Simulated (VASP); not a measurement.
# TiO2 in VASP: further runs

The runs below take TiO2 through single point, with LDA, PBEsol.

Program: VASP 6.6.1. These are calculated values, not measurements. Logs are shortened: lines on timing, memory, paths and dates and some standing lists are left out, and cuts for length are marked.

**1. The cell of the first run**

The typed cell holds 9 atoms: a = 2.968 Å, b = 4.708 Å, c = 7.241 Å, α = 88.08°, β = 78.18°, γ = 90.00°.

**2. Single point, LDA**

Input file INCAR:

```
SYSTEM = TiO2
PREC = Accurate ; ENCUT = 600
EDIFF = 1E-6 ; ISMEAR = -1
SIGMA = 0.05 ; LREAL = .False.
LASPH = .True. ; NELM = 120
ALGO = Normal ; ISIF = 2
LWAVE = .False. ; LCHARG = .False.
NBANDS = 46 ; GGA_COMPAT = .False.
```

Input file KPOINTS:

```
regular mesh
0
Gamma
  9 6 4
  0 0 0
```

Input file POSCAR:

```
TiO2
1.0
    2.9682645463      0.0000000000      0.0000000000
    0.0002080834      4.7076067549      0.0000000000
    1.4835696211      0.2423534620      7.0834647979
Ti O
3 6
Direct
    0.0033718700      0.0003888100      0.0007031900
    0.3446402100      0.4802596500      0.3169598700
    0.6617081400      0.5204743600      0.6844963600
    0.4400381600      0.1854376900      0.1285388000
    0.7779263400      0.2977287500      0.4518780700
    0.1012362400      0.3089534200      0.8062432200
    0.9064972100      0.6918369900      0.1951715700
    0.2294071500      0.7030072800      0.5495147300
    0.5680256700      0.8153000600      0.8728271800
```

Potentials or basis: VASP PAW LDA potentials, release 64 (Ti_sv, O).

The run is started by

```console
$ cat potpaw_LDA.64/Ti_sv/POTCAR potpaw_LDA.64/O/POTCAR > POTCAR
$ mpirun -np 1 vasp_std > vasp.out
```

OUTCAR:

```text
SYSTEM = TiO2
   PREC = Accurate
   ENCUT = 600
   EDIFF = 1E-6
   ISMEAR = -1
   LREAL = .False.
   LASPH = .True.
   NELM = 120
   ISIF = 2

 ion  position               nearest neighbor table
   1  0.003  0.000  0.001-   9 1.96   4 1.96   4 1.96   9 1.96   7 1.97   6 1.97
   2  0.345  0.480  0.317-   5 1.95   5 1.95   4 1.96   7 1.97   7 1.97   8 1.98
   3  0.662  0.520  0.684-   8 1.95   8 1.95   9 1.96   6 1.97   6 1.97   5 1.98
   4  0.440  0.185  0.129-   1 1.96   2 1.96   1 1.96
   5  0.778  0.298  0.452-   2 1.95   2 1.95   3 1.98
   6  0.101  0.309  0.806-   1 1.97   3 1.97   3 1.97
   7  0.906  0.692  0.195-   2 1.97   1 1.97   2 1.97
   8  0.229  0.703  0.550-   3 1.95   3 1.95   2 1.98
   9  0.568  0.815  0.873-   1 1.96   3 1.96   1 1.96

  LATTYP: Found a triclinic cell.
 ALAT       =     7.2412145089
 B/A-ratio  =     0.4099125282
 C/A-ratio  =     0.6501128718
 COS(alpha) =     0.0000442015
 COS(beta)  =     0.0334776766
 COS(gamma) =     0.2048785627

  Lattice vectors:

 A1 = (   1.4835696211,   0.2423534620,   7.0834647979)
 A2 = (   2.9682645463,   0.0000000000,   0.0000000000)
 A3 = (   0.0002080834,   4.7076067549,   0.0000000000)

Analysis of symmetry for initial positions (statically):
=====================================================================
 Subroutine PRICEL returns:
 Original cell was already a primitive cell.

 Routine SETGRP: Setting up the symmetry group for a
 triclinic supercell.

 Subroutine GETGRP returns: Found  1 space group operations
 (whereof  1 operations were pure point group operations)
 out of a pool of  2 trial point group operations.

The static configuration has the point symmetry C_1 .

Analysis of symmetry for dynamics (positions and initial velocities):
=====================================================================
 Subroutine PRICEL returns:
 Original cell was already a primitive cell.

 Routine SETGRP: Setting up the symmetry group for a
 triclinic supercell.

 Subroutine GETGRP returns: Found  1 space group operations
 (whereof  1 operations were pure point group operations)
 out of a pool of  2 trial point group operations.

The dynamic configuration has the point symmetry C_1 .

 Subroutine INISYM returns: Found  1 space group operations
 (whereof  1 operations are pure point group operations),
 and found     1 'primitive' translations

[... 112 lines left out ...]
   IBRION =     -1    ionic relax: 0-MD 1-quasi-New 2-CG
   NFREE  =      0    steps in history (QN), initial steepest desc. (CG)
   ISIF   =      2    stress and relaxation
   ISYM   =      2    0-nonsym 1-usesym 2-fastsym
   POTIM  = 0.5000    time-step for ionic-motion
   TEBEG  =    0.0;   TEEND  =   0.0 temperature during run
   PSTRESS=    0.0 pullay stress
   NELECT =      72.0000    total number of electrons
   NUPDOWN=      -1.0000    fix difference up-down
   EMIN   =  10.00;   EMAX   =-10.00  energy-range for DOS
   EFERMI =   0.00;   METHOD = LEGACY
   ISMEAR =    -1;   SIGMA  =   0.05  broadening in eV -4-tet -1-fermi 0-gaus
   EFERMI_NEDOS =   21; number of points for ismear=-14 and -15
   IALGO  =     38    algorithm
   IMIX   =      4    mixing-type and parameters
     AMIX     =   0.40;   BMIX     =  1.00
     AMIX_MAG =   1.60;   BMIX_MAG =  1.00
  volume/ion in A,a.u.               =      11.00        74.22
  Fermi-wavevector in a.u.,A,eV,Ry     =   1.472322  2.782285 29.493788  2.167732
  Thomas-Fermi vector in A             =   2.587351
   LORBIT       =      0    0 simple, 1 ext, 2 COOP (PROOUT), +10 PAW based schemes
   GGA     = CA    functional components
   LHFCALC =     F    Hartree Fock is set to
   AEXX    =    0.0000 exact exchange contribution
   IVDW    =     0    specifies the selected vdW correction
   LEPSILON=     F    determine dielectric tensor
   LRPA    =     F    only Hartree local field effects (RPA)
 non-spin polarized calculation
  energy-cutoff  :      600.00
  volume of cell :       98.98
 maximum number of plane-waves:      3328
   NGX = 11   NGY = 19   NGZ = 29

 number of electron      71.9999996 magnetization

 Free energy of the ion-electron system (eV)
  ---------------------------------------------------
  ext. energy  EPLUGINS =         0.00000000
  ---------------------------------------------------
  free energy    TOTEN  =       -87.75808012 eV

  energy without entropy =      -87.75808012  energy(sigma->0) =      -87.75808012

 E-fermi :   4.6244     XC(G=0): -11.5853

 val. band max:        3.5900644860   @ k =   0.0000   0.0000   0.2500
 cond. band min:       5.7500581295   @ k =   0.0000   0.0000   0.0000
 fundamental gap:      2.1599936434
 Fermi energy:         4.6244122435

 k-point     1 :       0.0000    0.0000    0.0000
  band No.  band energies     occupation
      1     -52.4050      2.00000
      2     -52.2732      2.00000
      3     -52.2371      2.00000
      4     -29.1006      2.00000
      5     -29.0868      2.00000
      6     -29.0189      2.00000
[... 1165 lines left out ...]
     45       7.6975      0.00000
     46       9.4282      0.00000

 [... further k-points ...]

------------------------ aborting loop because EDIFF is reached ----------------------------------------

  FORCE on cell =-STRESS in cart. coord.  units (eV):
  Direction    XX          YY          ZZ          XY          YZ          ZX
  --------------------------------------------------------------------------------------
  -------------------------------------------------------------------------------------
  Total       -5.8374103     -3.9774276     -4.7215405     -0.0106634     -0.1549878      0.0046039
  in kB      -94.4892232    -64.3819816    -76.4268175     -0.1726065     -2.5087622      0.0745223
  external PRESSURE =     -78.4326741 kB  Pullay stress =       0.0000000 kB

 VOLUME and BASIS-vectors are now :
 -----------------------------------------------------------------------------
  energy-cutoff  :      600.00
  volume of cell :       98.98
      direct lattice vectors                 reciprocal lattice vectors
     2.968264546  0.000000000  0.000000000     0.336897195 -0.000014891 -0.070559655
     0.000208083  4.707606755  0.000000000     0.000000000  0.212422161 -0.007267806
     1.483569621  0.242353462  7.083464798     0.000000000  0.000000000  0.141173850

 POSITION                                       TOTAL-FORCE (eV/Angst)
 -----------------------------------------------------------------------------------
      0.01105      0.00200      0.00498        -0.000729     -0.001692      0.002133
      1.49332      2.33769      2.24517         0.003148     -0.021635      0.178223
      2.97973      2.61608      4.84861         0.000998      0.024959     -0.181980
      1.49688      0.90412      0.91050        -0.000948     -0.059905     -0.060092
      2.97955      1.51110      3.20086         0.007804      0.409077     -0.075700
      1.49668      1.64983      5.71100        -0.002507      0.043548     -0.029803
      2.98042      3.30420      1.38249         0.000477     -0.045036      0.029520
      1.49633      3.44266      3.89247        -0.003988     -0.410158      0.076708
      2.98112      4.04964      6.18264        -0.004254      0.060841      0.060991
 -----------------------------------------------------------------------------------
    total drift:                                0.000387     -0.000015     -0.000129

  FREE ENERGIE OF THE ION-ELECTRON SYSTEM (eV)
  ---------------------------------------------------
  free  energy   TOTEN  =       -87.7580801249 eV

  energy  without entropy=      -87.7580801249  energy(sigma->0) =      -87.75808012
```

OSZICAR:

```text
N       E                     dE             d eps       ncg     rms          rms(c)
DAV:   1     0.112323454977E+04    0.11232E+04   -0.39506E+04 10120   0.202E+03
DAV:   2     0.101385899523E+03   -0.10218E+04   -0.97614E+03 10434   0.594E+02
DAV:   3    -0.990890024446E+02   -0.20047E+03   -0.19488E+03 13398   0.229E+02
DAV:   4    -0.112320206196E+03   -0.13231E+02   -0.13200E+02 14792   0.630E+01
DAV:   5    -0.112915120628E+03   -0.59491E+00   -0.59462E+00 14872   0.109E+01    0.377E+01
DAV:   6    -0.891765694718E+02    0.23739E+02   -0.15958E+02 13882   0.947E+01    0.155E+01
DAV:   7    -0.882976583033E+02    0.87891E+00   -0.30746E+01 13400   0.357E+01    0.105E+01
DAV:   8    -0.880588375719E+02    0.23882E+00   -0.71299E+00 12348   0.209E+01    0.527E+00
DAV:   9    -0.877501350109E+02    0.30870E+00   -0.20134E+00 13908   0.103E+01    0.130E+00
DAV:  10    -0.877642567874E+02   -0.14122E-01   -0.16445E-01 12488   0.272E+00    0.629E-01
DAV:  11    -0.877582812075E+02    0.59756E-02   -0.24645E-02 12154   0.101E+00    0.214E-01
DAV:  12    -0.877582245568E+02    0.56651E-04   -0.38242E-03 11868   0.469E-01    0.108E-01
DAV:  13    -0.877581482102E+02    0.76347E-04   -0.30206E-04 16262   0.128E-01    0.796E-02
DAV:  14    -0.877580831264E+02    0.65084E-04   -0.27549E-04 13708   0.107E-01    0.170E-02
DAV:  15    -0.877580807007E+02    0.24257E-05   -0.30912E-05 13316   0.407E-02    0.126E-02
DAV:  16    -0.877580803054E+02    0.39528E-06   -0.15298E-05 12932   0.304E-02    0.621E-03
DAV:  17    -0.877580801249E+02    0.18046E-06   -0.17753E-06  7578   0.958E-03
   1 F= -.87758080E+02 E0= -.87758080E+02  d E =-.619916E-10
```

stdout:

```text
POSCAR found type information on POSCAR TiO
 POSCAR found :  2 types and       9 ions
 scaLAPACK will be used
 LDA part: xc-table for (Slater(with rela. corr.)+CA(PZ))
 , standard interpolation
 POSCAR, INCAR and KPOINTS ok, starting setup
 FFT: planning ... GRIDC
 FFT: planning ... GRID_SOFT
 FFT: planning ... GRID
 WAVECAR not read
 entering main loop
```

It took 4.9 min on 1 thread of Intel Xeon 6975P-C (Granite Rapids), shared host; peak memory 0.52 GiB.

What came out:

- Free energy: -87.7581 eV
- Pressure: -7.8 GPa
- Largest force: 0.417 eV/Å
- Band gap on the k mesh: 2.16 eV (least direct gap 2.22 eV)

Forces in eV/Å, atoms in the order of the input:
```
Ti  -0.001 -0.002  0.002
Ti   0.003 -0.022  0.178
Ti   0.001  0.025 -0.182
O   -0.001 -0.060 -0.060
O    0.008  0.409 -0.076
O   -0.003  0.044 -0.030
O    0.000 -0.045  0.030
O   -0.004 -0.410  0.077
O   -0.004  0.061  0.061
```

Levels at points of the mesh, in eV from the valence-band top:
| k point | band 33 | band 34 | band 35 | band 36 | band 37 | band 38 | band 39 | band 40 |
| --- | --- | --- | --- | --- | --- | --- | --- | --- |
| (0.00, 0.00, 0.00) | -0.46 | -0.37 | -0.29 | -0.06 | 2.16 | 2.57 | 2.69 | 2.84 |
| (0.00, 0.50, 0.00) | -1.14 | -0.94 | -0.87 | -0.77 | 2.24 | 2.61 | 2.69 | 2.90 |
| (0.00, 0.00, 0.50) | -0.91 | -0.85 | -0.29 | -0.15 | 2.30 | 2.56 | 2.73 | 2.88 |
| (0.00, 0.50, 0.50) | -0.93 | -0.74 | -0.71 | -0.28 | 2.23 | 2.48 | 2.58 | 2.80 |

Caveat: the cell stands under tension.

**3. Single point, PBEsol**

This run uses another cell than the first one, of 10.88 Å³/atom.

Input file INCAR:

```
SYSTEM = TiO2
ALGO = Normal
EDIFF = 1E-6
ENCUT = 600
GGA = PS
GGA_COMPAT = .FALSE.
ISIF = 2
ISMEAR = -1
LASPH = .TRUE.
LCHARG = .FALSE.
LREAL = .FALSE.
LWAVE = .FALSE.
NBANDS = 46
NELM = 120
PREC = Accurate
SIGMA = 0.05
```

Input file KPOINTS:

```
k-points
0
G
  9 6 4
  0 0 0
```

Input file POSCAR:

```
TiO2
1.0
    2.9480727231     -0.0000613981      0.0001184828
    0.0001092917      4.7083263594     -0.0260996023
    1.4737552712      0.2030881310      7.0550209206
Ti O
3 6
Direct
    0.0034705936      0.0003763188      0.0007044052
    0.3453199183      0.4860636968      0.3173823425
    0.6619880932      0.5146895615      0.6840269510
    0.4401304064      0.1880316732      0.1277888049
    0.7792555853      0.2994398489      0.4495495917
    0.1018469927      0.3044193525      0.8043785528
    0.9055220289      0.6963332108      0.1970279604
    0.2281009327      0.7013127557      0.5518569461
    0.5672164390      0.8127205917      0.8736174353
```

Potentials or basis: VASP PAW PBE potentials, release 64 (Ti_sv, O).

The run is started by

```console
$ cat potpaw_PBE.64/Ti_sv/POTCAR potpaw_PBE.64/O/POTCAR > POTCAR
$ mpirun -np 1 vasp_std > vasp.out
```

Wall time 24 min (1 thread of Oxide Virtual Turin-like, shared host); peak memory 0.5 GiB.

The run converged. Its results:

```
Free energy            : -83.9084 eV
Pressure               : 0.5 GPa
Largest force          : 0.059 eV/Å
Band gap on the k mesh : 2.26 eV (least direct gap 2.32 eV)
```

Forces on the atoms (eV/Å):
```
Ti   0.000  0.000  0.000
Ti   0.000  0.000 -0.042
Ti   0.000  0.000  0.042
O    0.000  0.016  0.015
O    0.000 -0.059  0.006
O    0.000 -0.014  0.010
O    0.000  0.014 -0.010
O    0.000  0.059 -0.006
O    0.000 -0.016 -0.015
```

Stress tensor (GPa, compression positive):
```
0.64 0.00 0.00
0.00 0.30 0.01
0.00 0.01 0.48
```

Levels at points of the mesh, in eV from the valence-band top:
| k point | band 32 | band 33 | band 34 | band 35 | band 36 | band 37 | band 38 | band 39 | band 40 | band 41 |
| --- | --- | --- | --- | --- | --- | --- | --- | --- | --- | --- |
| (0.00, 0.00, 0.00) | -0.96 | -0.43 | -0.37 | -0.28 | -0.06 | 2.26 | 2.69 | 2.80 | 2.93 | 3.16 |
| (0.00, 0.50, 0.00) | -1.16 | -1.10 | -0.92 | -0.88 | -0.78 | 2.37 | 2.68 | 2.78 | 3.01 | 3.11 |
| (0.00, 0.00, 0.50) | -1.14 | -0.90 | -0.89 | -0.30 | -0.16 | 2.43 | 2.66 | 2.82 | 2.99 | 3.04 |
| (0.00, 0.50, 0.50) | -1.25 | -0.91 | -0.73 | -0.69 | -0.24 | 2.33 | 2.57 | 2.70 | 2.87 | 3.18 |

Caveat: the PAW data sets were made with another functional, which shifts forces and pressure a little. A k mesh can miss the band edges.
